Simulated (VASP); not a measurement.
## IrRh5: single point with PBE

The system is IrRh5.

```
CELL_PARAMETERS angstrom
4.72179 0.00000 0.00000
-2.36089 4.08919 0.00000
0.00000 0.00000 8.80164
ATOMIC_POSITIONS crystal
Ir 0.00000 0.00000 0.00000
Ir 0.00000 0.00000 0.50000
Rh 0.66667 0.33333 0.00000
Rh 0.66667 0.33333 0.50000
Rh 0.33333 0.66667 0.00000
Rh 0.33333 0.66667 0.50000
Rh 0.33080 0.00000 0.25000
Rh 0.33080 0.00000 0.75000
Rh 0.00000 0.33080 0.25000
Rh 0.00000 0.33080 0.75000
Rh 0.66920 0.66920 0.25000
Rh 0.66920 0.66920 0.75000
```

```yaml
Program: VASP 6.6.1
Task: single point
Functional: PBE
Potentials_or_basis: VASP PAW PBE potentials, release 64 (Ir, Rh_pv)
Cutoff: 520 eV
k_mesh: 6 × 6 × 4
Occupations: gaussian, width 0.2 eV
Spin: no spin polarisation
```

- Pressure: 0.2 GPa
- Largest force: 0.015 eV/Å
- Band gap on the k mesh: zero (bands 84 and 85 overlap by 0.65 eV)

Forces in eV/Å, atoms in the order of the input:
```
Ir   0.000  0.000  0.000
Ir   0.000  0.000  0.000
Rh   0.000  0.000  0.000
Rh   0.000  0.000  0.000
Rh   0.000  0.000  0.000
Rh   0.000  0.000  0.000
Rh   0.015  0.000  0.000
Rh   0.015  0.000  0.000
Rh  -0.007  0.013  0.000
Rh  -0.007  0.013  0.000
Rh  -0.007 -0.013  0.000
Rh  -0.007 -0.013  0.000
```

Stress tensor (GPa, compression positive):
```
0.27 0.00 0.00
0.00 0.27 0.00
0.00 0.00 0.05
```

Levels at points of the mesh, in eV from the Fermi level:
```
           k point  band 81  band 82  band 83  band 84  band 85  band 86  band 87  band 88
(0.00, 0.00, 0.00)    -0.38    -0.12    -0.10    -0.10     0.05     0.07     0.07     0.11
(0.50, 0.00, 0.00)    -0.10    -0.06     0.02     0.05     0.22     0.32     0.41     0.49
(0.00, 0.00, 0.50)    -0.76    -0.76     0.01     0.01     0.02     0.02     0.02     0.02
(0.50, 0.00, 0.50)    -0.34    -0.34    -0.18    -0.18    -0.06    -0.06     0.39     0.39
```

It took 6.5 min on 1 thread of Intel(R) Xeon(R) 6975P-C (Granite Rapids), with other jobs on the host, peak memory 0.44 GiB.

Caveat: spin-orbit coupling is left out, which moves the levels of the heavy elements.
